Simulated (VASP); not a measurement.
The system is CuO.

```xyz
4
Lattice="3.2436 0.0000 0.0000 -1.6218 2.8090 0.0000 0.0000 0.0000 5.3122" Properties=species:S:1:pos:R:3 pbc="T T T"
Cu    1.6218    0.9363    0.0000
Cu    0.0000    1.8727    2.6561
O     1.6218    0.9363    3.3212
O     0.0000    1.8727    0.6651
```

Base run:

- Program: VASP 6.6.1
- Functional: PBE
- Potentials or basis: VASP PAW PBE potentials, release 64 (Cu, O)
- Cutoff: 520 eV
- k mesh: 9 × 9 × 5
- Occupations: fermi-dirac, width 0.05 eV
- Spin: no spin polarisation

Its results: band gap on the k mesh zero (band 17 reaches 4.29 eV, above the bottom of band 18 at 2.89 eV); pressure -4.5 GPa; largest force 0.089 eV/Å.

Question: The run is repeated on the same cell with these changes: functional from PBE to PBEsol; further incar settings from ALGO = Normal; EDIFF = 1e-06; NBANDS = 25 to ALGO = Normal; EDIFF = 1e-07; NBANDS = 25. What comes out?

Answer: Band gap on the k mesh zero (band 17 reaches 4.13 eV, above the bottom of band 18 at 2.73 eV); pressure -10.9 GPa; largest force 0.087 eV/Å.

Caveats: semilocal functionals often make such compounds metallic where correlation or magnetic order opens a gap, which also shifts bond lengths; the PAW data sets were made with another functional, which shifts forces and pressure a little (some runs).
